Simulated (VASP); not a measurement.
Runs of VASP 6.6.1 on TaSi. The structure is that of space group P6mm (No. 183), or close to it. The cells are those of the table. 

```csv
task,level,potentials or basis,cell,cutoff (eV),dipole correction,k mesh for the DOS,occupations for the DOS,gap on the mesh (eV),largest force (eV/Å)
single point,PBE,"VASP PAW PBE potentials, release 64 (Ta_pv, Si)","a = 2.739, b = 2.739, c = 29.017 Å, angles 90.0, 90.0, 120.0°, 2 atoms",520,yes,-,-,none,0.14
single point,LDA,"VASP PAW LDA potentials, release 64 (Ta_pv, Si)","a = 2.739, b = 2.739, c = 29.017 Å, angles 90.0, 90.0, 120.0°, 2 atoms",520,yes,-,-,none,(b)
single point,PBE,"VASP PAW PBE potentials, release 64 (Ta_pv, Si)","a = 2.739, b = 2.739, c = 29.017 Å, angles 90.0, 90.0, 120.0°, 2 atoms",400,no,-,-,none,(a)
single point,PBEsol,"VASP PAW PBE potentials, release 64 (Ta_pv, Si)","a = 2.739, b = 2.739, c = 29.017 Å, angles 90.0, 90.0, 120.0°, 2 atoms",520,yes,-,-,none,0.02
single point,PBE,"VASP PAW PBE potentials, release 64 (Ta_pv, Si)","a = 2.739, b = 2.739, c = 29.017 Å, angles 90.0, 90.0, 120.0°, 2 atoms",520,no,-,-,none,0.15
relaxation of the atoms,PBE,"VASP PAW PBE potentials, release 64 (Ta_pv, Si)","atoms relaxed from a = 2.739, b = 2.739, c = 29.017 Å, angles 90.0, 90.0, 120.0°, 2 atoms",450,no,-,-,none,-
```

Alike in all rows: no spin polarisation; k mesh 11 × 11 × 1; smearing fermi-dirac 0.05 eV.

Problem. Fill in the values left out.

Solution. (a) 0.01; (b) 0.13.

Caveats: spin-orbit coupling is left out, which moves the levels of the heavy elements; the PAW data sets were made with another functional, which shifts forces and pressure a little (some runs).

A k mesh can miss the band edges, and the runs leave out spin-orbit coupling on Ta.

A gap of «none» marks levels without a gap at the run's occupations.
